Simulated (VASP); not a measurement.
# B6Pd (Fm-3m) in VASP: a series of runs, part 2 of 2

VASP 6.6.1. The steps go on from the part before.

### 3 Single point, PBE

This run uses another cell than the first one, of 10.74 Å³/atom.

INCAR

```
SYSTEM = B6Pd
PREC = Accurate
ENCUT = 520
EDIFF = 1E-6
ISMEAR = 0
SIGMA = 0.1
LREAL = .False.
LASPH = .True.
NELM = 60
ALGO = Normal
ISIF = 2
LWAVE = .False.
LCHARG = .False.
GGA = PE
NBANDS = 23
```

KPOINTS

```
Automatic mesh
0
Gamma
  10 10 10
  0 0 0
```

POSCAR

```
B6Pd
1.0
    0.0000000000      3.3499799213      3.3499799213
    3.3499799213      0.0000000000      3.3499799213
    3.3499799213      3.3499799213      0.0000000000
B Pd
6 1
Direct
    0.3162765015      0.6837234985      0.6837234985
    0.6837234985      0.3162765015      0.3162765015
    0.6837234985      0.3162765015      0.6837234985
    0.3162765015      0.6837234985      0.3162765015
    0.6837234985      0.6837234985      0.3162765015
    0.3162765015      0.3162765015      0.6837234985
    0.0000000000      0.0000000000      0.0000000000
```

Potentials or basis: VASP PAW PBE potentials, release 64 (B, Pd).

Started as:

```sh
$ cat potpaw_PBE.64/B/POTCAR potpaw_PBE.64/Pd/POTCAR > POTCAR
$ mpirun -np 1 vasp_std > vasp.out
```

OUTCAR:

```text
SYSTEM = B6Pd
   PREC = Accurate
   ENCUT = 520
   EDIFF = 1E-6
   ISMEAR = 0
   LREAL = .False.
   LASPH = .True.
   NELM = 60
   ISIF = 2
   GGA = PE

 ion  position               nearest neighbor table
   1  0.316  0.684  0.684-   3 1.74   4 1.74   5 1.74   6 1.74   7 2.12
   2  0.684  0.316  0.316-   3 1.74   4 1.74   5 1.74   6 1.74   7 2.12
   3  0.684  0.316  0.684-   1 1.74   2 1.74   5 1.74   6 1.74   7 2.12
   4  0.316  0.684  0.316-   1 1.74   2 1.74   5 1.74   6 1.74   7 2.12
   5  0.684  0.684  0.316-   1 1.74   2 1.74   3 1.74   4 1.74   7 2.12
   6  0.316  0.316  0.684-   1 1.74   2 1.74   3 1.74   4 1.74   7 2.12
[... 834 lines left out ...]
  Total        0.0261535      0.0261535      0.0261535      0.0000000     -0.0000000      0.0000000
  in kB        0.5572938      0.5572938      0.5572938      0.0000000     -0.0000000      0.0000000
  external PRESSURE =       0.5572938 kB  Pullay stress =       0.0000000 kB

 VOLUME and BASIS-vectors are now :
 -----------------------------------------------------------------------------
  energy-cutoff  :      520.00
  volume of cell :       75.19
      direct lattice vectors                 reciprocal lattice vectors
     0.000000000  3.349979921  3.349979921    -0.149254626  0.149254626  0.149254626
     3.349979921  0.000000000  3.349979921     0.149254626 -0.149254626  0.149254626
     3.349979921  3.349979921  0.000000000     0.149254626  0.149254626 -0.149254626

 POSITION                                       TOTAL-FORCE (eV/Angst)
 -----------------------------------------------------------------------------------
      4.58092      3.34998      3.34998         0.021468      0.000000     -0.000000
      2.11904      3.34998      3.34998        -0.021468      0.000000     -0.000000
      3.34998      4.58092      3.34998        -0.000000      0.021468     -0.000000
      3.34998      2.11904      3.34998        -0.000000     -0.021468     -0.000000
      3.34998      3.34998      4.58092        -0.000000      0.000000      0.021468
      3.34998      3.34998      2.11904        -0.000000      0.000000     -0.021468
      0.00000      0.00000      0.00000        -0.000000      0.000000     -0.000000
 -----------------------------------------------------------------------------------
    total drift:                               -0.000000      0.000000      0.000000

  FREE ENERGIE OF THE ION-ELECTRON SYSTEM (eV)
  ---------------------------------------------------
  free  energy   TOTEN  =       -39.6114771694 eV

  energy  without entropy=      -39.5973374767  energy(sigma->0) =      -39.60440732
```

OSZICAR:

```text
N       E                     dE             d eps       ncg     rms          rms(c)
DAV:   1     0.958559452720E+02    0.95856E+02   -0.12626E+04  2162   0.108E+03
DAV:   2    -0.406304125178E+02   -0.13649E+03   -0.13002E+03  2642   0.226E+02
DAV:   3    -0.462551692022E+02   -0.56248E+01   -0.55480E+01  2736   0.434E+01
DAV:   4    -0.463300910676E+02   -0.74922E-01   -0.74888E-01  2561   0.530E+00
DAV:   5    -0.463316512274E+02   -0.15602E-02   -0.15601E-02  2785   0.767E-01    0.195E+01
DAV:   6    -0.451272243526E+02    0.12044E+01   -0.10844E+02  2190   0.640E+01    0.218E+01
DAV:   7    -0.399961456569E+02    0.51311E+01   -0.14308E+01  2330   0.361E+01    0.478E+00
DAV:   8    -0.396345857707E+02    0.36156E+00   -0.18311E+00  2428   0.108E+01    0.253E+00
DAV:   9    -0.396118158089E+02    0.22770E-01   -0.13963E-01  2624   0.230E+00    0.102E+00
DAV:  10    -0.396111376504E+02    0.67816E-03   -0.16454E-02  2351   0.117E+00    0.279E-01
DAV:  11    -0.396113665293E+02   -0.22888E-03   -0.21356E-03  2540   0.380E-01    0.847E-02
DAV:  12    -0.396114545324E+02   -0.88003E-04   -0.43060E-04  2666   0.169E-01    0.279E-02
DAV:  13    -0.396114749317E+02   -0.20399E-04   -0.95210E-05  2456   0.911E-02    0.875E-03
DAV:  14    -0.396114765326E+02   -0.16010E-05   -0.48115E-06  2715   0.140E-02    0.517E-03
DAV:  15    -0.396114771694E+02   -0.63675E-06   -0.97284E-07  1886   0.613E-03
   1 F= -.39611477E+02 E0= -.39604407E+02  d E =-.141397E-01
```

It took 60 s on 1 thread of Intel Xeon Platinum 8488C (Sapphire Rapids), shared host; peak memory 0.24 GiB.

What came out:

```yaml
Free_energy: -39.6115 eV
Pressure: 0.1 GPa
Largest_force: 0.021 eV/Å
Band_gap_on_the_k_mesh: zero (bands 14 and 15 overlap by 0.89 eV)
```

Forces on the atoms (eV/Å):
```
B    0.021  0.000  0.000
B   -0.021  0.000  0.000
B    0.000  0.021  0.000
B    0.000 -0.021  0.000
B    0.000  0.000  0.021
B    0.000  0.000 -0.021
Pd   0.000  0.000  0.000
```

Levels at points of the mesh, in eV from the Fermi level:
```
           k point  band 12  band 13  band 14  band 15  band 16  band 17
(0.00, 0.00, 0.00)    -0.42    -0.42     0.38     0.38     0.38     4.72
(0.50, 0.00, 0.00)    -2.10    -1.76    -0.17     0.14     0.14     5.59
(0.50, 0.50, 0.00)    -0.23    -0.23     0.62     0.62     1.46     3.61
```

### 4 Relaxation of cell and atoms, PBE

This run uses another cell than the first one, of 10.72 Å³/atom.

INCAR

```
  PREC = Accurate
  ENCUT = 600
  EDIFF = 1E-7
  ISMEAR = 0
  SIGMA = 0.1
  LREAL = False
  LASPH = True
  NELM = 100
  ALGO = Normal
  ISIF = 3
  LWAVE = False
  LCHARG = False
  GGA = PE
  IBRION = 2
  NSW = 100
  EDIFFG = -0.01
```

KPOINTS

```
regular mesh
0
Gamma
  10 10 10
```

POSCAR

```
B6Pd
1.0
    0.0000000000      3.3480392135      3.3480392135
    3.3480392135      0.0000000000      3.3480392135
    3.3480392135      3.3480392135      0.0000000000
B Pd
6 1
Direct
    0.3162947838      0.6837052162      0.6837052162
    0.6837052162      0.3162947838      0.3162947838
    0.6837052162      0.3162947838      0.6837052162
    0.3162947838      0.6837052162      0.3162947838
    0.6837052162      0.6837052162      0.3162947838
    0.3162947838      0.3162947838      0.6837052162
    0.0000000000      0.0000000000      0.0000000000
```

Started as:

```sh
$ cat potpaw_PBE.64/B/POTCAR potpaw_PBE.64/Pd/POTCAR > POTCAR
$ mpirun -np 1 vasp_std > vasp.out
```

Wall time 2.1 min (1 thread of Intel Xeon Platinum 8488C (Sapphire Rapids), shared host); peak memory 0.29 GiB.

The run converged. Its results:

- Free energy: -39.6158 eV
- Relaxed volume: 10.74 Å³/atom
- Relaxed cell: a = 4.737 Å, b = 4.737 Å, c = 4.737 Å, α = 60.00°, β = 60.00°, γ = 60.00°
- Space group after relaxing (to 0.1 Å): Fm-3m (No. 225)
- Energy gained by relaxing: 0.0 meV/atom
- Ionic steps: 3
- Pressure after relaxing: 0.0 GPa
- Band gap on the k mesh: zero (bands 14 and 15 overlap by 0.89 eV)

Forces in eV/Å, atoms in the order of the input:
```
B   -0.002  0.000  0.000
B    0.002  0.000  0.000
B    0.000 -0.002  0.000
B    0.000  0.002  0.000
B    0.000  0.000 -0.002
B    0.000  0.000  0.002
Pd   0.000  0.000  0.000
```

Step by step:
```tsv
step	energy change (eV)	largest force (eV/Å)	pressure (GPa)	volume (Å³)
1	0.0000	0.0365	0.33	75.06
2	0.0001	0.0475	-0.34	75.30
3	-0.0002	0.0020	0.03	75.17
```

Final structure:
```xyz
7
Lattice="0.0000 3.3497 3.3497 3.3497 0.0000 3.3497 3.3497 3.3497 0.0000" Properties=species:S:1:pos:R:3 pbc="T T T"
B     4.5812    3.3497    3.3497
B     2.1182    3.3497    3.3497
B     3.3497    4.5812    3.3497
B     3.3497    2.1182    3.3497
B     3.3497    3.3497    4.5812
B     3.3497    3.3497    2.1182
Pd    0.0000    0.0000    0.0000
```

Levels at points of the mesh, in eV from the Fermi level:
```tsv
k point	band 12	band 13	band 14	band 15	band 16	band 17
(0.00, 0.00, 0.00)	-0.42	-0.42	0.37	0.37	0.37	4.72
(0.50, 0.00, 0.00)	-2.10	-1.76	-0.17	0.14	0.14	5.59
(0.50, 0.50, 0.00)	-0.23	-0.23	0.61	0.61	1.46	3.61
```

### 5 Summary

```csv
task,cell,k mesh,cutoff (eV),gap on the mesh (eV),pressure (GPa),relaxed volume (Å³/atom)
relaxation of cell and atoms,"relaxed from a = 4.221 Å, angles 60.0°, 7 atoms, atomic positions A",6 × 6 × 6,600,none,0.0,10.74
single point,"a = 4.738 Å, angles 60.0°, 7 atoms, atomic positions B",10 × 10 × 10,520,none,0.1,-
relaxation of cell and atoms,"relaxed from a = 4.735 Å, angles 60.0°, 7 atoms, atomic positions B",10 × 10 × 10,600,none,0.0,10.74
```

Alike in all rows: level PBE; potentials or basis VASP PAW PBE potentials, release 64 (B, Pd); no spin polarisation; smearing gaussian 0.1 eV.

Caveats: the volume moved by over 15 % at a fixed basis, so the end points are rough (at least some runs).

Total energies depend on the potentials used, so only differences within one code and one set of settings carry meaning.
